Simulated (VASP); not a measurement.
Input of a VASP 6.6.1 run:

Contents of INCAR:

```
PREC = Accurate
ENCUT = 520
EDIFF = 1E-6
ISMEAR = -1
SIGMA = 0.05
LREAL = False
LASPH = True
NELM = 80
ALGO = Normal
ISIF = 2
LWAVE = False
LCHARG = True
GGA = PS
LELF = True
LVHAR = True
NBANDS = 16
```

Contents of KPOINTS:

```
Automatic mesh
0
Gamma
  9 9 5
```

POSCAR

```
AlN
1.0
    3.1138160000      0.0000000000      0.0000000000
   -1.5569080000      2.6966440000      0.0000000000
    0.0000000000      0.0000000000      4.9835290000
Al N
2 2
Direct
    0.6666670000      0.3333330000      0.4969990000
    0.3333330000      0.6666670000      0.9970000000
    0.3333330000      0.6666670000      0.3790010000
    0.6666670000      0.3333330000      0.8790000000
```

Potentials or basis: VASP PAW PBE potentials, release 64 (Al, N).

Run with:

```bash
$ cat potpaw_PBE.64/Al/POTCAR potpaw_PBE.64/N/POTCAR > POTCAR
$ mpirun -np 1 vasp_std > vasp.out
```

Question: What does it give for the pressure?

Answer: 0.0 GPa.

Question: What does it give for the band gap on the k mesh?

Answer: 4.11 eV, direct.

Caveat: the PAW data sets were made with another functional, which shifts forces and pressure a little.
